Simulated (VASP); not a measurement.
Crystal: SiNi.

```
Ni Si
1.0
     4.50369    0.00000    0.00000
     0.00000    4.50369    0.00000
     0.00000    0.00000    4.50369
Ni Si
4 4
Direct
  0.14950 0.14950 0.14950
  0.64950 0.35050 0.85050
  0.85050 0.64950 0.35050
  0.35050 0.85050 0.64950
  0.84683 0.84683 0.84683
  0.34683 0.65317 0.15317
  0.15317 0.34683 0.65317
  0.65317 0.15317 0.34683
```

Base run:

* Program: VASP 6.6.1
* Functional: r2SCAN
* Potentials or basis: VASP PAW PBE potentials, release 64 (Ni, Si)
* Cutoff: 520 eV
* k mesh: 6 × 6 × 6
* Occupations: fermi-dirac, width 0.05 eV
* Spin: collinear spin, ferromagnetic start
* Starting moments: [1.0, 1.0, 1.0, 1.0, 0.0, 0.0, 0.0, 0.0] μB

Its results: band gap on the k mesh zero (filled and empty bands overlap); pressure -5.0 GPa; net moment 0.00 μB per cell; largest force 0.058 eV/Å.

Q: The run is repeated on the same cell with these changes: functional from r2SCAN to BLYP; further incar settings from ALGO = Normal; EDIFF = 1e-06; NBANDS = 42 to ALGO = Normal; EDIFF = 1e-07; NBANDS = 42. What comes out?

A: Band gap on the k mesh zero (filled and empty bands overlap); pressure 11.6 GPa; net moment 0.00 μB per cell; largest force 0.064 eV/Å.

Caveats: the moments typed at the start vanished in this run; the PAW data sets were made with another functional, which shifts forces and pressure a little; the cell stands under tension (at least some runs); the cell stands under pressure (at least some runs).
